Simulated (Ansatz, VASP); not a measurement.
# In3Sb3H14: VASP beside Ansatz

```
In Sb H
1.0
    15.00000    0.00000    0.00000
     0.00000   15.30000    0.00000
     0.00000    0.00000   15.60000
In Sb H
3 3 14
Cartesian
  5.7510 4.2091 6.2044
  5.7513 9.2454 11.2403
  7.9529 8.5875 6.8630
  6.4270 6.9683 5.1115
  6.4273 10.3399 8.4815
  8.5579 6.4626 8.9883
  7.0769 4.4055 7.3555
  4.1588 4.5859 6.7965
  6.0314 3.2032 4.8162
  5.2300 8.1128 4.6757
  7.3460 7.1799 3.6816
  7.0769 8.0940 11.0420
  4.1589 8.6538 10.8632
  6.0327 10.6327 12.2469
  5.2309 10.7760 7.3366
  7.3470 11.7693 8.2701
  9.5882 5.2051 8.4550
  9.5879 6.9949 10.2464
  7.5181 5.5137 9.9358
  9.6351 8.8988 6.5511
```

Alike in both runs: functional PBE; k mesh 1 × 1 × 1; occupations gaussian, width 0.05 eV; no spin polarisation.

Ansatz relaxed the structure, and its values are those at the end. VASP's run is a single point on that final structure, the one shown.

```csv
,VASP,Ansatz
version,VASP 6.6.1,Ansatz 0.2.0
potentials or method,"VASP PAW PBE potentials, release 64 (In_d, Sb_d_GW, H), cutoff 400 eV","scalar-relativistic, plane waves, PAW"
valence electrons in the cell,98,98
```

Ansatz gave:

```
gap on the k mesh at the Fermi level (eV) : 3.66
rms of the force components (eV/Å)        : 0.009
```

**Question.** Which values does VASP return?

**Answer.** gap on the k mesh at the Fermi level (eV): 3.66; rms of the force components (eV/Å): 0.012.

Ansatz's warnings: xc potential rough in thin density.

Spin-orbit coupling is off throughout.
